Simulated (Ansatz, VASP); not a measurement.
One calculation of CdI2, two programs

```
CELL_PARAMETERS angstrom
4.32724 0.00000 0.00000
-2.16362 3.74750 0.00000
0.00000 0.00000 6.99352
ATOMIC_POSITIONS crystal
Cd 0.00000 0.00000 0.00000
I 0.33333 0.66667 0.24920
I 0.66667 0.33333 0.75080
```

Change from the starting cell: volume scaled by 1.06, crystal datasets.

Alike in both runs: task electric field gradients; functional PBEsol; k mesh 8 × 8 × 5; occupations fermi-dirac, width 0.03 eV; no spin polarisation.

|  | VASP | Ansatz |
| --- | --- | --- |
| version | VASP 6.6.1 | Ansatz 0.2.0 |
| potentials or method | VASP PAW PBE potentials, release 64 (Cd, I), cutoff 400 eV | all-electron PAW with datasets made for the crystal, scalar-relativistic |

```csv
,VASP,Ansatz,Ansatz less VASP
gap on the k mesh at the Fermi level (eV),2.18,2.19,+0.011
pressure (GPa),-2.1,-2.1,+0.08
"traceless stress, the component that is largest in VASP (GPa)",0.15,0.16,+0.006
rms of the force components (eV/Å),0.170,0.179,+0.0093
size of Vzz on the site where it differs most (V/Å²),55.0,56.4,+1.47
```

VASP's potentials were made for PBE, not for PBEsol. Atom by atom the forces differ by 0.009 eV/Å (rms over components). Ansatz ran all-electron here, and VASP with PAW potentials.

Spin-orbit coupling is off throughout.
